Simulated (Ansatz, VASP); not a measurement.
One calculation of ZnSe5, two programs

```
Zn Se
1.0
     0.00000    4.06118    4.06118
     4.06118    0.00000    4.06118
     4.06118    4.06118    0.00000
Zn Se
1 5
Direct
  0.00000 0.00000 0.00000
  0.62507 0.62507 0.62507
  0.12478 0.62507 0.62507
  0.62507 0.62507 0.12478
  0.62507 0.12478 0.62507
  0.25000 0.25000 0.25000
```

Change from the starting cell: species swapped into the ErCu5 type (F-43m, No. 216).

Alike in both runs: task relaxation of cell and atoms; functional PBE; k mesh 8 × 8 × 8; occupations gaussian, width 0.1 eV; no spin polarisation.

```csv
,VASP,Ansatz
version,VASP 6.6.1,Ansatz 0.2.0
potentials or method,"VASP PAW PBE potentials, release 64 (Zn, Se), cutoff 600 eV","scalar-relativistic, plane waves, PAW"
valence electrons in the cell,42,92
```

```csv
,VASP,Ansatz,Ansatz less VASP
"gap on the k mesh at the Fermi level, each at its own relaxed structure (eV)",none,none,-
relaxed volume (Å³/atom),21.80,21.80,-0.004
relaxed length of the cell vector where the two differ most in proportion (Å),5.698,5.698,-0.0003
```

A gap of «none» marks a metal or a gap that the smearing closes. VASP's potentials hold 42 valence electrons a cell and Ansatz's 92, so a difference there can come from the potentials and not from the codes.
